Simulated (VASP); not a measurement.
# CdTe3 (Fm-3m) in VASP: relaxation of cell and atoms with PBE

Aim: the relaxation of cell and atoms of CdTe3 with PBE.

Program: VASP 6.6.1. These are calculated values, not measurements. Logs are shortened: lines on timing, memory, paths and dates and some standing lists are left out, and cuts for length are marked.

## 1. The cell of the first run

Symmetry: Fm-3m, No. 225, cubic system. The conventional cell has a = 10.577 Å, b = 10.577 Å, c = 10.577 Å, α = 90.00°, β = 90.00°, γ = 90.00°. Within 5.3 Å of Cd (site symmetry -43m) lie 12 Te at 3.88 Å and 6 Cd at 5.29 Å. Te (site symmetry 4mm) has 4 Te at 2.25 Å within 3.0 Å.

The cell was generated, and may not be a known phase.

## 2. Relaxation of cell and atoms, PBE

INCAR

```
SYSTEM = CdTe3
PREC = Accurate
ENCUT = 600
EDIFF = 1E-6
ISMEAR = 0
SIGMA = 0.1
LREAL = .FALSE.
LASPH = .TRUE.
NELM = 80
ALGO = Normal
ISIF = 3
LWAVE = .FALSE.
LCHARG = .FALSE.
GGA = PE
IBRION = 2
NSW = 90
EDIFFG = -0.04
```

KPOINTS

```
regular mesh
0
G
  4 4 4
  0 0 0
```

POSCAR

```
CdTe3
1.0
    0.0000000000      5.2882716241      5.2882716241
    5.2882716241      0.0000000000      5.2882716241
    5.2882716241      5.2882716241      0.0000000000
Cd Te
2 6
Direct
    0.2500000000      0.2500000000      0.2500000000
    0.7500000000      0.7500000000      0.7500000000
    0.8495296572      0.1504703428      0.1504703428
    0.1504703428      0.8495296572      0.8495296572
    0.1504703428      0.8495296572      0.1504703428
    0.8495296572      0.1504703428      0.8495296572
    0.1504703428      0.1504703428      0.8495296572
    0.8495296572      0.8495296572      0.1504703428
```

Potentials or basis: VASP PAW PBE potentials, release 64 (Cd, Te).

Launch:

```sh
$ cat potpaw_PBE.64/Cd/POTCAR potpaw_PBE.64/Te/POTCAR > POTCAR
$ mpirun -np 1 vasp_std > vasp.out
```

OUTCAR:

```text
SYSTEM = CdTe3
   PREC = Accurate
   ENCUT = 600
   EDIFF = 1E-6
   ISMEAR = 0
   LREAL = .FALSE.
   LASPH = .TRUE.
   NELM = 80
   ISIF = 3
   GGA = PE
   IBRION = 2
   NSW = 90
   EDIFFG = -0.04

 ion  position               nearest neighbor table
   1  0.250  0.250  0.250-
   2  0.750  0.750  0.750-
   3  0.850  0.150  0.150-   5 2.25   6 2.25   7 2.25   8 2.25   4 3.18
   4  0.150  0.850  0.850-   5 2.25   6 2.25   7 2.25   8 2.25   3 3.18
   5  0.150  0.850  0.150-   3 2.25   4 2.25   7 2.25   8 2.25   6 3.18
   6  0.850  0.150  0.850-   3 2.25   4 2.25   7 2.25   8 2.25   5 3.18
   7  0.150  0.150  0.850-   3 2.25   4 2.25   5 2.25   6 2.25   8 3.18
   8  0.850  0.850  0.150-   3 2.25   4 2.25   5 2.25   6 2.25   7 3.18

  LATTYP: Found a face centered cubic cell.
 ALAT       =    10.5765432482

  Lattice vectors:

 A1 = (   0.0000000000,   5.2882716241,   5.2882716241)
 A2 = (   5.2882716241,   0.0000000000,   5.2882716241)
 A3 = (   5.2882716241,   5.2882716241,   0.0000000000)

Analysis of symmetry for initial positions (statically):
=====================================================================
 Subroutine PRICEL returns:
 Original cell was already a primitive cell.

 Routine SETGRP: Setting up the symmetry group for a
 face centered cubic supercell.

 Subroutine GETGRP returns: Found 48 space group operations
 (whereof 48 operations were pure point group operations)
 out of a pool of 48 trial point group operations.

The static configuration has the point symmetry O_h .

Analysis of symmetry for dynamics (positions and initial velocities):
=====================================================================
 Subroutine PRICEL returns:
 Original cell was already a primitive cell.

 Routine SETGRP: Setting up the symmetry group for a
 face centered cubic supercell.

 Subroutine GETGRP returns: Found 48 space group operations
 (whereof 48 operations were pure point group operations)
 out of a pool of 48 trial point group operations.

The dynamic configuration has the point symmetry O_h .

 Subroutine INISYM returns: Found 48 space group operations
 (whereof 48 operations are pure point group operations),
 and found     1 'primitive' translations

----------------------------------------------------------------------------------------

                                     Primitive cell

  volume of cell :     295.7817

  direct lattice vectors                    reciprocal lattice vectors
     0.000000000  5.288271624  5.288271624    -0.094548850  0.094548850  0.094548850
     5.288271624  0.000000000  5.288271624     0.094548850 -0.094548850  0.094548850
     5.288271624  5.288271624  0.000000000     0.094548850  0.094548850 -0.094548850

  length of vectors
     7.478745452  7.478745452  7.478745452     0.163763412  0.163763412  0.163763412

  position of ions in fractional coordinates (direct lattice)
     0.250000000  0.250000000  0.250000000
     0.750000000  0.750000000  0.750000000
     0.849529657  0.150470343  0.150470343
     0.150470343  0.849529657  0.849529657
     0.150470343  0.849529657  0.150470343
     0.849529657  0.150470343  0.849529657
     0.150470343  0.150470343  0.849529657
     0.849529657  0.849529657  0.150470343

  ion indices of the primitive-cell ions
   primitive index   ion index
                 1           1
                 2           2
                 3           3
                 4           4
                 5           5
                 6           6
                 7           7
                 8           8

----------------------------------------------------------------------------------------

 KPOINTS: regular mesh

Automatic generation of k-mesh.
 Grid dimensions read from file:
 generate k-points for:    4    4    4

 Generating k-lattice:

  Cartesian coordinates                     Fractional coordinates (reciprocal lattice)
    -0.023637212  0.023637212  0.023637212     0.250000000  0.000000000  0.000000000
     0.023637212 -0.023637212  0.023637212     0.000000000  0.250000000  0.000000000
     0.023637212  0.023637212 -0.023637212     0.000000000  0.000000000  0.250000000

  Length of vectors
     0.040940853  0.040940853  0.040940853

  Shift w.r.t. Gamma in fractional coordinates (k-lattice)
     0.000000000  0.000000000  0.000000000

 Subroutine IBZKPT returns following result:
 ===========================================

 Found      8 irreducible k-points:

 Following reciprocal coordinates:
            Coordinates               Weight
  0.000000  0.000000  0.000000      1.000000
  0.250000  0.000000  0.000000      8.000000
  0.500000  0.000000  0.000000      4.000000
  0.250000  0.250000  0.000000      6.000000
  0.500000  0.250000  0.000000     24.000000
 -0.250000  0.250000  0.000000     12.000000
  0.500000  0.500000  0.000000      3.000000
 -0.250000  0.500000  0.250000      6.000000
   k-points           NKPTS =      8   k-points in BZ     NKDIM =      8   number of bands    NBANDS=     36
   number of dos      NEDOS =    301   number of ions     NIONS =      8
   total plane-waves  NPLWV = 216000
   dimension x,y,z NGX =    60 NGY =   60 NGZ =   60
   dimension x,y,z NGXF=   120 NGYF=  120 NGZF=  120
   ions per type =               2   6
   NGX,Y,Z   is equivalent  to a cutoff of  13.34, 13.34, 13.34 a.u.
   NGXF,Y,Z  is equivalent  to a cutoff of  26.67, 26.67, 26.67 a.u.
 SYSTEM =  CdTe3
   PREC   = accura    normal or accurate (medium, high low for compatibility)
   ISTART =      0    job   : 0-new  1-cont  2-samecut
   ICHARG =      2    charge: 1-file 2-atom 10-const
   ISPIN  =      1    spin polarized calculation?
   LNONCOLLINEAR =      F non collinear calculations
   LSORBIT =      F    spin-orbit coupling
   LASPH  =      T    aspherical Exc in radial PAW
   ENCUT  =  600.0 eV  44.10 Ry    6.64 a.u.  14.94 14.94 14.94*2*pi/ulx,y,z
   NELM   =     80;   NELMIN=  2; NELMDL= -5     # of ELM steps
   EDIFF  = 0.1E-05   stopping-criterion for ELM
   LREAL  =      F    real-space projection
   EDIFFG = -.4E-01   stopping-criterion for IOM
   NSW    =     90    number of steps for IOM
   IBRION =      2    ionic relax: 0-MD 1-quasi-New 2-CG
   NFREE  =      1    steps in history (QN), initial steepest desc. (CG)
   ISIF   =      3    stress and relaxation
   ISYM   =      2    0-nonsym 1-usesym 2-fastsym
   POTIM  = 0.5000    time-step for ionic-motion
   TEBEG  =    0.0;   TEEND  =   0.0 temperature during run
   PSTRESS=    0.0 pullay stress
   NELECT =      60.0000    total number of electrons
   NUPDOWN=      -1.0000    fix difference up-down
   EMIN   =  10.00;   EMAX   =-10.00  energy-range for DOS
   EFERMI =   0.00;   METHOD = LEGACY
   ISMEAR =     0;   SIGMA  =   0.10  broadening in eV -4-tet -1-fermi 0-gaus
   EFERMI_NEDOS =   21; number of points for ismear=-14 and -15
   IALGO  =     38    algorithm
   IMIX   =      4    mixing-type and parameters
     AMIX     =   0.40;   BMIX     =  1.00
     AMIX_MAG =   1.60;   BMIX_MAG =  1.00
  volume/ion in A,a.u.               =      36.97       249.50
  Fermi-wavevector in a.u.,A,eV,Ry     =   0.961911  1.817748 12.589097  0.925273
  Thomas-Fermi vector in A             =   2.091324
   LORBIT       =      0    0 simple, 1 ext, 2 COOP (PROOUT), +10 PAW based schemes
   GGA     = PE    functional components
   LHFCALC =     F    Hartree Fock is set to
   AEXX    =    0.0000 exact exchange contribution
   IVDW    =     0    specifies the selected vdW correction
   LEPSILON=     F    determine dielectric tensor
   LRPA    =     F    only Hartree local field effects (RPA)
 conjugate gradient relaxation of ions
 non-spin polarized calculation
 Gauss-broadening in eV      SIGMA  =   0.10
  energy-cutoff  :      600.00
  volume of cell :      295.78
 maximum number of plane-waves:      9922
   NGX = 29   NGY = 29   NGZ = 29

--------------------------------------- Ionic step        1  -------------------------------------------

 number of electron      60.0000005 magnetization

 Free energy of the ion-electron system (eV)
  ---------------------------------------------------
  ext. energy  EPLUGINS =         0.00000000
  ---------------------------------------------------
  free energy    TOTEN  =        26.03958233 eV

  energy without entropy =       26.04675546  energy(sigma->0) =       26.04316889

------------------------ aborting loop because EDIFF is reached ----------------------------------------

  FORCE on cell =-STRESS in cart. coord.  units (eV):
  Direction    XX          YY          ZZ          XY          YZ          ZX
  --------------------------------------------------------------------------------------
  -------------------------------------------------------------------------------------
  Total      124.6736316    124.6736316    124.6736316      0.0000000      0.0000000      0.0000000
  in kB      675.3267228    675.3267228    675.3267228      0.0000000      0.0000000      0.0000000
  external PRESSURE =     675.3267228 kB  Pullay stress =       0.0000000 kB
[... 107 lines left out ...]
  FREE ENERGIE OF THE ION-ELECTRON SYSTEM (eV)
  ---------------------------------------------------
  free  energy   TOTEN  =        -2.4939500825 eV

  energy  without entropy=       -2.1762902507  energy(sigma->0) =       -2.33512017

 E-fermi :  -1.6126     XC(G=0):  -5.9153

 val. band max:       -1.6578761898   @ k =   0.5000   0.0000   0.0000
 cond. band min:      -1.6085457377   @ k =   0.5000   0.2500   0.0000
 fundamental gap:      0.0493304520
 Fermi energy:        -1.6125839156

 k-point     1 :       0.0000    0.0000    0.0000
  band No.  band energies     occupation
      1     -11.3291      2.00000
      2     -11.1477      2.00000
      3     -11.1477      2.00000
      4     -11.1477      2.00000
      5     -11.0612      2.00000
      6     -11.0612      2.00000
[... 301 lines left out ...]
     35      -1.5021      0.11805
     36      -1.4942      0.09405

 E-fermi :   5.2053     XC(G=0):  -9.2729

 val. band max:        5.1958183223   @ k =   0.5000   0.2500   0.0000
 cond. band min:       5.2232527552   @ k =   0.2500   0.2500   0.0000
 fundamental gap:      0.0274344329
 Fermi energy:         5.2053244344

 k-point     1 :       0.0000    0.0000    0.0000
  band No.  band energies     occupation
      1      -8.9129      2.00000
      2      -6.4690      2.00000
      3      -6.4690      2.00000
      4      -6.4690      2.00000
      5      -4.9878      2.00000
      6      -4.9878      2.00000
[... 301 lines left out ...]
     35       6.2251      0.00000
     36       6.2251      0.00000

[... ionic steps 4 to 33 ...]

--------------------------------------- Ionic step       34  -------------------------------------------

 number of electron      59.9999999 magnetization

 E-fermi :   6.4296     XC(G=0): -10.0125

 val. band max:        6.4264093329   @ k =  -0.2500   0.2500   0.0000
 cond. band min:       6.4746238195   @ k =   0.2500   0.2500   0.0000
 fundamental gap:      0.0482144867
 Fermi energy:         6.4296289226

 k-point     1 :       0.0000    0.0000    0.0000
  band No.  band energies     occupation
      1      -7.0326      2.00000
      2      -4.8259      2.00000
      3      -4.8259      2.00000
      4      -4.8259      2.00000
      5      -3.6775      2.00000
      6      -3.6775      2.00000
[... 382 lines left out ...]
  energy  without entropy=      -17.8324489396  energy(sigma->0) =      -17.85674250

--------------------------------------- Ionic step       36  -------------------------------------------

 number of electron      59.9999998 magnetization

 Free energy of the ion-electron system (eV)
  ---------------------------------------------------
  ext. energy  EPLUGINS =         0.00000000
  ---------------------------------------------------
  free energy    TOTEN  =       -17.88106385 eV

  energy without entropy =      -17.83261433  energy(sigma->0) =      -17.85683909

 E-fermi :   6.3276     XC(G=0):  -9.9735

 val. band max:        6.3219554533   @ k =   0.5000   0.2500   0.0000
 cond. band min:       6.3738989003   @ k =   0.2500   0.2500   0.0000
 fundamental gap:      0.0519434469
 Fermi energy:         6.3275722529

 k-point     1 :       0.0000    0.0000    0.0000
  band No.  band energies     occupation
      1      -7.0553      2.00000
      2      -4.8944      2.00000
      3      -4.8944      2.00000
      4      -4.8944      2.00000
      5      -3.7749      2.00000
      6      -3.7749      2.00000
[... 336 lines left out ...]
  FREE ENERGIE OF THE ION-ELECTRON SYSTEM (eV)
  ---------------------------------------------------
  free  energy   TOTEN  =       -17.8810638507 eV

  energy  without entropy=      -17.8326143291  energy(sigma->0) =      -17.85683909

 reached required accuracy - stopping structural energy minimisation
```

Run time: 50 min. Hardware: 1 thread of Intel Xeon Platinum 8488C (Sapphire Rapids), shared host; peak memory 0.59 GiB.

Results:

* Free energy: -17.8811 eV
* Relaxed volume: 28.44 Å³/atom
* Relaxed cell: a = 6.853 Å, b = 6.853 Å, c = 6.853 Å, α = 60.00°, β = 60.00°, γ = 60.00°
* Space group after relaxing (to 0.1 Å): Pm-3m (No. 221)
* Energy gained by relaxing: 5490.1 meV/atom
* Ionic steps: 36
* Pressure after relaxing: -0.2 GPa
* Largest force after relaxing: 0.015 eV/Å
* Band gap on the k mesh: zero (bands 30 and 31 overlap by 0.85 eV)

Forces in eV/Å, atoms in the order of the input:
```
Cd   0.000  0.000  0.000
Cd   0.000  0.000  0.000
Te   0.015  0.000  0.000
Te  -0.015  0.000  0.000
Te   0.000  0.015  0.000
Te   0.000 -0.015  0.000
Te   0.000  0.000  0.015
Te   0.000  0.000 -0.015
```

Step by step:
| step | energy change (eV) | largest force (eV/Å) | pressure (GPa) | volume (Å³) |
| --- | --- | --- | --- | --- |
| 1 | 0.0000 | 40.0737 | 67.53 | 295.78 |
| 2 | -25.2718 | 1.2329 | -4.49 | 1590.17 |
| 3 | -28.5335 | 1.1460 | -2.94 | 1387.51 |
| 4 | -29.3960 | 1.1064 | -2.37 | 1296.18 |
| 5 | -30.3031 | 1.0315 | -1.58 | 1113.59 |
| 6 | -32.3054 | 0.4774 | -2.90 | 617.16 |
| 7 | -37.0116 | 0.6670 | -5.35 | 436.97 |
| 8 | -40.4200 | 0.6770 | -5.45 | 361.80 |
| 9 | -41.6905 | 0.1625 | -3.91 | 327.68 |
| 10 | -42.0002 | 0.2927 | -2.35 | 311.46 |
| 11 | -42.0327 | 0.5959 | -1.29 | 303.55 |
| 12 | -42.0340 | 0.5400 | -1.48 | 304.87 |
| 13 | -42.0340 | 0.5478 | -1.47 | 304.69 |
| 14 | -42.2132 | 0.7710 | -1.05 | 292.64 |
| 15 | -42.6841 | 1.4777 | 0.94 | 258.40 |
| 16 | -42.1208 | 2.3264 | 12.58 | 198.14 |
| 17 | -42.7406 | 1.8785 | 3.20 | 239.97 |
| 18 | -42.7419 | 2.0270 | 4.63 | 230.25 |
| 19 | -42.7796 | 2.0001 | 4.73 | 228.79 |
| 20 | -42.8809 | 1.9157 | 5.08 | 224.43 |
| 21 | -43.0167 | 1.6959 | 6.09 | 215.89 |
| 22 | -42.9270 | 1.2117 | 9.59 | 199.45 |
| 23 | -43.0344 | 1.5455 | 7.13 | 209.87 |
| 24 | -43.1910 | 1.3634 | 6.18 | 211.88 |
| 25 | -43.5469 | 0.8981 | 3.66 | 217.98 |
| 26 | -43.8464 | 0.2825 | -0.07 | 230.52 |
| 27 | -43.8546 | 0.2160 | -0.56 | 232.66 |
| 28 | -43.8552 | 0.1973 | -0.70 | 233.33 |
| 29 | -43.8618 | 0.1894 | -0.62 | 232.71 |
| 30 | -43.8788 | 0.1681 | -0.40 | 230.85 |
| 31 | -43.9004 | 0.1295 | 0.13 | 227.16 |
| 32 | -43.8898 | 0.0581 | 1.43 | 219.90 |
| 33 | -43.9051 | 0.1054 | 0.54 | 224.60 |
| 34 | -43.9142 | 0.0661 | 0.28 | 225.55 |
| 35 | -43.9206 | 0.0124 | -0.23 | 227.67 |
| 36 | -43.9206 | 0.0147 | -0.21 | 227.56 |

Final structure:
```xyz
8
Lattice="0.0000 4.8457 4.8457 4.8457 0.0000 4.8457 4.8457 4.8457 0.0000" Properties=species:S:1:pos:R:3 pbc="T T T"
Cd    2.4228    2.4228    2.4228
Cd    7.2685    7.2685    7.2685
Te    2.4087    4.8457    4.8457
Te    7.2826    4.8457    4.8457
Te    4.8457    2.4087    4.8457
Te    4.8457    7.2826    4.8457
Te    4.8457    4.8457    2.4087
Te    4.8457    4.8457    7.2826
```

Caveat: the volume moved by over 15 % at a fixed basis, so the end points are rough; spin-orbit coupling is left out, which moves the levels of the heavy elements.

The gap in the log of VASP goes by the Fermi energy; the results here count the filled bands.